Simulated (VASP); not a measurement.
# AlFe2 (P6/mmm) in VASP: further runs

The runs below take AlFe2 through single point, with LDA.

All numbers are computed with VASP 6.6.1; they aren't measurements. Logs are shortened: lines on timing, memory, paths and dates and some standing lists are left out, and cuts for length are marked.

## 1. The cell of the first run

Symmetry: P6/mmm, No. 191, hexagonal system. Conventional cell: a = 4.189 Å, b = 4.189 Å, c = 2.586 Å, α = 90.00°, β = 90.00°, γ = 120.00°. Al (site symmetry 6/mmm) has 2 Al at 2.59 Å and 12 Fe at 2.74 Å within 3.4 Å. Within 3.2 Å of Fe (site symmetry -6m2) lie 5 Fe at 2.42 to 2.59 Å and 6 Al at 2.74 Å.

## 2. Single point, LDA, collinear spin, ferromagnetic start

Input file INCAR:

```
ALGO = Normal
EDIFF = 1E-6
ENCUT = 520
ISIF = 2
ISMEAR = 1
ISPIN = 2
LASPH = True
LCHARG = False
LMAXMIX = 4
LORBIT = 11
LREAL = False
LWAVE = False
MAGMOM = 0 3.5 3.5
NBANDS = 20
NELM = 150
PREC = Accurate
SIGMA = 0.1
```

Input file KPOINTS:

```
k-points
0
Gamma
  7 7 9
```

Input file POSCAR:

```
AlFe2
1.0
    4.1893351084      0.0000000000      0.0000000000
   -2.0946675542      3.6280711408      0.0000000000
    0.0000000000      0.0000000000      2.5857874567
Al Fe
1 2
Direct
    0.0000000000      0.0000000000      0.0000000000
    0.3333333333      0.6666666667      0.5000000000
    0.6666666667      0.3333333333      0.5000000000
```

Potentials or basis: VASP PAW LDA potentials, release 64 (Al, Fe).

On the command line:

```sh
cat potpaw_LDA.64/Al/POTCAR potpaw_LDA.64/Fe/POTCAR > POTCAR
mpirun -np 1 vasp_std > vasp.out
```

OUTCAR:

```text
EDIFF = 1E-6
   ENCUT = 520
   ISIF = 2
   ISMEAR = 1
   ISPIN = 2
   LASPH = True
   LORBIT = 11
   LREAL = False
   NELM = 150
   PREC = Accurate

 ion  position               nearest neighbor table
   1  0.000  0.000  0.000-   2 2.74   3 2.74   2 2.74   3 2.74   3 2.74   3 2.74   2 2.74   2 2.74
                             3 2.74   3 2.74   2 2.74   2 2.74
   2  0.333  0.667  0.500-   3 2.42   3 2.42   3 2.42   1 2.74   1 2.74   1 2.74   1 2.74   1 2.74
                             1 2.74
   3  0.667  0.333  0.500-   2 2.42   2 2.42   2 2.42   1 2.74   1 2.74   1 2.74   1 2.74   1 2.74
                             1 2.74

  LATTYP: Found a hexagonal cell.
 ALAT       =     4.1893351084
 C/A-ratio  =     0.6172309901

  Lattice vectors:

 A1 = (   4.1893351084,   0.0000000000,   0.0000000000)
 A2 = (  -2.0946675542,   3.6280711408,   0.0000000000)
 A3 = (   0.0000000000,   0.0000000000,   2.5857874567)

Analysis of symmetry for initial positions (statically):
=====================================================================
 Subroutine PRICEL returns:
 Original cell was already a primitive cell.

 Routine SETGRP: Setting up the symmetry group for a
 hexagonal supercell.

 Subroutine GETGRP returns: Found 24 space group operations
 (whereof 24 operations were pure point group operations)
 out of a pool of 24 trial point group operations.

The static configuration has the point symmetry D_6h.

Analysis of symmetry for dynamics (positions and initial velocities):
=====================================================================
 Subroutine PRICEL returns:
 Original cell was already a primitive cell.

 Routine SETGRP: Setting up the symmetry group for a
 hexagonal supercell.

 Subroutine GETGRP returns: Found 24 space group operations
 (whereof 24 operations were pure point group operations)
 out of a pool of 24 trial point group operations.

The dynamic configuration has the point symmetry D_6h.

Analysis of structural, dynamic, and magnetic symmetry:
=====================================================================
 Subroutine PRICEL returns:
 Original cell was already a primitive cell.

 Routine SETGRP: Setting up the symmetry group for a
 hexagonal supercell.

 Subroutine GETGRP returns: Found 24 space group operations
 (whereof 24 operations were pure point group operations)
 out of a pool of 24 trial point group operations.

The overall configuration has the point symmetry D_6h.

 Subroutine INISYM returns: Found 24 space group operations
 (whereof 24 operations are pure point group operations),
 and found     1 'primitive' translations

----------------------------------------------------------------------------------------

                                     Primitive cell

  volume of cell :      39.3019

  direct lattice vectors                    reciprocal lattice vectors
     4.189335108  0.000000000  0.000000000     0.238701363  0.137814277  0.000000000
    -2.094667554  3.628071141  0.000000000     0.000000000  0.275628553  0.000000000
     0.000000000  0.000000000  2.585787457     0.000000000  0.000000000  0.386729388

  length of vectors
     4.189335108  4.189335552  2.585787457     0.275628583  0.275628553  0.386729388

  position of ions in fractional coordinates (direct lattice)
     0.000000000  0.000000000  0.000000000
     0.333333333  0.666666667  0.500000000
     0.666666667  0.333333333  0.500000000

  ion indices of the primitive-cell ions
   primitive index   ion index
                 1           1
                 2           2
                 3           3

----------------------------------------------------------------------------------------

 KPOINTS: k-points

Automatic generation of k-mesh.
 Grid dimensions read from file:
 generate k-points for:    7    7    9

 Generating k-lattice:

  Cartesian coordinates                     Fractional coordinates (reciprocal lattice)
     0.034100195  0.019687754  0.000000000     0.142857143  0.000000000  0.000000000
     0.000000000  0.039375508  0.000000000     0.000000000  0.142857143  0.000000000
     0.000000000  0.000000000  0.042969932     0.000000000  0.000000000  0.111111111

  Length of vectors
     0.039375512  0.039375508  0.042969932

  Shift w.r.t. Gamma in fractional coordinates (k-lattice)
     0.000000000  0.000000000  0.000000000

 Subroutine IBZKPT returns following result:
 ===========================================

 Found     40 irreducible k-points:

 Following reciprocal coordinates:
            Coordinates               Weight
  0.000000  0.000000  0.000000      1.000000
  0.142857  0.000000  0.000000      6.000000
  0.285714  0.000000  0.000000      6.000000
  0.428571  0.000000  0.000000      6.000000
  0.142857  0.142857  0.000000      6.000000
  0.285714  0.142857  0.000000     12.000000
[... 16 lines left out ...]
  0.428571  0.142857  0.222222     12.000000
  0.285714  0.285714  0.222222     12.000000
 [... further k-points ...]
   k-points           NKPTS =     40   k-points in BZ     NKDIM =     40   number of bands    NBANDS=     20
   number of dos      NEDOS =    301   number of ions     NIONS =      3
   total plane-waves  NPLWV =  20480
   dimension x,y,z NGX =    32 NGY =   32 NGZ =   20
   dimension x,y,z NGXF=    64 NGYF=   64 NGZF=   40
   ions per type =               1   2
   NGX,Y,Z   is equivalent  to a cutoff of  12.70, 12.70, 12.86 a.u.
   NGXF,Y,Z  is equivalent  to a cutoff of  25.40, 25.40, 25.72 a.u.
 SYSTEM =  unknown system
   PREC   = accura    normal or accurate (medium, high low for compatibility)
   ISTART =      0    job   : 0-new  1-cont  2-samecut
   ICHARG =      2    charge: 1-file 2-atom 10-const
   ISPIN  =      2    spin polarized calculation?
   LNONCOLLINEAR =      F non collinear calculations
   LSORBIT =      F    spin-orbit coupling
   LASPH  =      T    aspherical Exc in radial PAW
   ENCUT  =  520.0 eV  38.22 Ry    6.18 a.u.   7.79  7.79  4.81*2*pi/ulx,y,z
   NELM   =    150;   NELMIN=  2; NELMDL= -5     # of ELM steps
   EDIFF  = 0.1E-05   stopping-criterion for ELM
   LREAL  =      F    real-space projection
   EDIFFG = 0.1E-04   stopping-criterion for IOM
   NSW    =      0    number of steps for IOM
   IBRION =     -1    ionic relax: 0-MD 1-quasi-New 2-CG
   NFREE  =      0    steps in history (QN), initial steepest desc. (CG)
   ISIF   =      2    stress and relaxation
   ISYM   =      2    0-nonsym 1-usesym 2-fastsym
   POTIM  = 0.5000    time-step for ionic-motion
   TEBEG  =    0.0;   TEEND  =   0.0 temperature during run
   PSTRESS=    0.0 pullay stress
   NELECT =      19.0000    total number of electrons
   NUPDOWN=      -1.0000    fix difference up-down
   EMIN   =  10.00;   EMAX   =-10.00  energy-range for DOS
   EFERMI =   0.00;   METHOD = LEGACY
   ISMEAR =     1;   SIGMA  =   0.10  broadening in eV -4-tet -1-fermi 0-gaus
   EFERMI_NEDOS =   21; number of points for ismear=-14 and -15
   IALGO  =     38    algorithm
   IMIX   =      4    mixing-type and parameters
     AMIX     =   0.40;   BMIX     =  1.00
     AMIX_MAG =   1.60;   BMIX_MAG =  1.00
  volume/ion in A,a.u.               =      13.10        88.41
  Fermi-wavevector in a.u.,A,eV,Ry     =   1.284857  2.428028 22.461280  1.650857
  Thomas-Fermi vector in A             =   2.417026
   LORBIT       =     11    0 simple, 1 ext, 2 COOP (PROOUT), +10 PAW based schemes
   GGA     = CA    functional components
   LHFCALC =     F    Hartree Fock is set to
   AEXX    =    0.0000 exact exchange contribution
   IVDW    =     0    specifies the selected vdW correction
   LEPSILON=     F    determine dielectric tensor
   LRPA    =     F    only Hartree local field effects (RPA)
 spin polarized calculation
 Methfessel and Paxton  Order N= 1 SIGMA  =   0.10
  energy-cutoff  :      520.00
  volume of cell :       39.30
 maximum number of plane-waves:      1076
 NGX is ok and might be reduce to    32
   NGX = 15   NGY = 15   NGZ =  9

 number of electron      19.0000001 magnetization       4.3857049

 Free energy of the ion-electron system (eV)
  ---------------------------------------------------
  ext. energy  EPLUGINS =         0.00000000
  ---------------------------------------------------
  free energy    TOTEN  =       -22.74530364 eV

  energy without entropy =      -22.74734648  energy(sigma->0) =      -22.74598459

 E-fermi :   6.5215     XC(G=0): -12.1294

 val. band max:        6.4982536816   @ k =   0.0000   0.0000   0.4444
 cond. band min:       6.5272397927   @ k =   0.1429   0.0000   0.4444
 fundamental gap:      0.0289861111
 Fermi energy:         6.5214765201

 spin component 1

 k-point     1 :       0.0000    0.0000    0.0000
  band No.  band energies     occupation
      1      -3.3138      1.00000
      2       2.8796      1.00000
      3       2.8941      1.00000
      4       2.8941      1.00000
      5       3.7803      1.00000
      6       4.0536      1.00000
[... 12 lines left out ...]
     19      20.8298      0.00000
[... 513 lines left out ...]
      4       3.2025      1.00000
      5       3.8683      1.00000
      6       3.8813      1.00000
[... 12 lines left out ...]
     19      16.9435      0.00000
     20      20.9132      0.00000

 [... further k-points ...]

 spin component 2

 k-point     1 :       0.0000    0.0000    0.0000
  band No.  band energies     occupation
      1      -3.1401      1.00000
      2       3.8238      1.00000
      3       3.8238      1.00000
      4       4.2406      1.00000
      5       5.2563      1.00000
      6       5.5012      1.00000
[... 12 lines left out ...]
     19      20.9382      0.00000
[... 513 lines left out ...]
      4       4.7630      1.00000
      5       5.4357      1.00000
      6       5.4650      1.00000
[... 12 lines left out ...]
     19      17.4730      0.00000
     20      21.1420      0.00000

 [... further k-points ...]

------------------------ aborting loop because EDIFF is reached ----------------------------------------

  FORCE on cell =-STRESS in cart. coord.  units (eV):
  Direction    XX          YY          ZZ          XY          YZ          ZX
  --------------------------------------------------------------------------------------
  -------------------------------------------------------------------------------------
  Total       -4.4808724     -4.4808736     -3.7812346      0.0000000      0.0000000      0.0000000
  in kB     -182.6667227   -182.6667742   -154.1453696      0.0000000      0.0000000      0.0000000
  external PRESSURE =    -173.1596222 kB  Pullay stress =       0.0000000 kB

 VOLUME and BASIS-vectors are now :
 -----------------------------------------------------------------------------
  energy-cutoff  :      520.00
  volume of cell :       39.30
      direct lattice vectors                 reciprocal lattice vectors
     4.189335108  0.000000000  0.000000000     0.238701363  0.137814277  0.000000000
    -2.094667554  3.628071141  0.000000000     0.000000000  0.275628553  0.000000000
     0.000000000  0.000000000  2.585787457     0.000000000  0.000000000  0.386729388

 POSITION                                       TOTAL-FORCE (eV/Angst)
 -----------------------------------------------------------------------------------
      0.00000      0.00000      0.00000         0.000000      0.000000      0.000000
     -0.00000      2.41871      1.29289        -0.000000      0.000000      0.000000
      2.09467      1.20936      1.29289         0.000000     -0.000000      0.000000
 -----------------------------------------------------------------------------------
    total drift:                               -0.000000      0.000000     -0.000000

  FREE ENERGIE OF THE ION-ELECTRON SYSTEM (eV)
  ---------------------------------------------------
  free  energy   TOTEN  =       -22.7453036376 eV

  energy  without entropy=      -22.7473464806  energy(sigma->0) =      -22.74598459

 total charge

# of ion       s       p       d       tot
------------------------------------------
    1        0.389   0.400   0.000   0.788
    2        0.451   0.452   6.298   7.202
    3        0.451   0.452   6.298   7.202
--------------------------------------------------
tot          1.291   1.304  12.596  15.191

 magnetization (x)

# of ion       s       p       d       tot
------------------------------------------
    1       -0.013  -0.028   0.000  -0.041
    2        0.002   0.006   2.186   2.194
    3        0.002   0.006   2.186   2.194
--------------------------------------------------
tot         -0.008  -0.016   4.373   4.348
```

It took 38 s on 1 thread of Intel Xeon Platinum 8259CL at 2.50GHz (Skylake/Cascade Lake), shared host; peak memory 0.17 GiB.

What came out:

| Property | Result |
| --- | --- |
| Free energy | -22.7453 eV |
| Pressure | -17.3 GPa |
| Net moment | 4.39 μB per cell |
| Site moments | Al -0.04; Fe +2.19 μB |
| Valence electrons inside the program's atomic spheres | Al 0.79; Fe 7.20 |

Levels at points of the mesh, in eV from the Fermi level:
Spin up:
```tsv
k point	band 9	band 10	band 11	band 12	band 13	band 14
(0.00, 0.00, 0.00)	-1.75	-0.99	-0.99	2.70	2.84	2.84
```
Spin down:
```tsv
k point	band 5	band 6	band 7	band 8	band 9	band 10
(0.00, 0.00, 0.00)	-1.27	-1.02	-1.02	0.47	0.47	1.34
```

Caveat: the cell stands under tension.

## 3. Single point, LDA, collinear spin, ferromagnetic start

This run uses another cell than the first one, of 13.60 Å³/atom.

Input file INCAR:

```
SYSTEM = AlFe2
PREC = Accurate
ENCUT = 520
EDIFF = 1E-7
ISMEAR = 1
SIGMA = 0.1
LREAL = .FALSE.
LASPH = .TRUE.
NELM = 150
ALGO = Normal
ISIF = 2
LWAVE = .FALSE.
LCHARG = .FALSE.
ISPIN = 2
MAGMOM = 0 3.5 3.5
LORBIT = 11
LMAXMIX = 4
NBANDS = 20
```

Input file KPOINTS:

```
regular mesh
0
G
  7 7 9
  0 0 0
```

Input file POSCAR:

```
AlFe2
1.0
    4.2423702968      0.0000000000      0.0000000000
   -2.1211851484      3.6740009678      0.0000000000
    0.0000000000      0.0000000000      2.6185224186
Al Fe
1 2
Direct
    0.0000000000      0.0000000000      0.0000000000
    0.3333333333      0.6666666667      0.5000000000
    0.6666666667      0.3333333333      0.5000000000
```

Potentials or basis: VASP PAW LDA potentials, release 64 (Al, Fe).

On the command line:

```sh
cat potpaw_LDA.64/Al/POTCAR potpaw_LDA.64/Fe/POTCAR > POTCAR
mpirun -np 1 vasp_std > vasp.out
```

Wall time 42 s (1 thread of Intel Xeon Platinum 8259CL at 2.50GHz (Skylake/Cascade Lake), shared host); peak memory 0.17 GiB.

The run converged. Its results:

```yaml
Free_energy: -22.5643 eV
Pressure: -21.0 GPa
Net_moment: 4.46 μB per cell
Site_moments: Al -0.04; Fe +2.24 μB
Valence_electrons_inside_the_program's_atomic_spheres: Al 0.77; Fe 7.14
```

Stress tensor (GPa, compression positive):
```
-22.02   0.00   0.00
  0.00 -22.02   0.00
  0.00   0.00 -18.93
```

Levels at points of the mesh, in eV from the Fermi level:
Spin up:
```csv
k point,band 8,band 9,band 10,band 11,band 12,band 13,band 14,band 15
"(0.00, 0.00, 0.00)",-1.78,-1.78,-1.06,-1.06,2.50,2.76,2.76,3.40
```
Spin down:
| k point | band 5 | band 6 | band 7 | band 8 | band 9 | band 10 |
| --- | --- | --- | --- | --- | --- | --- |
| (0.00, 0.00, 0.00) | -1.19 | -0.96 | -0.96 | 0.48 | 0.48 | 1.31 |

Caveat: the cell stands under tension.
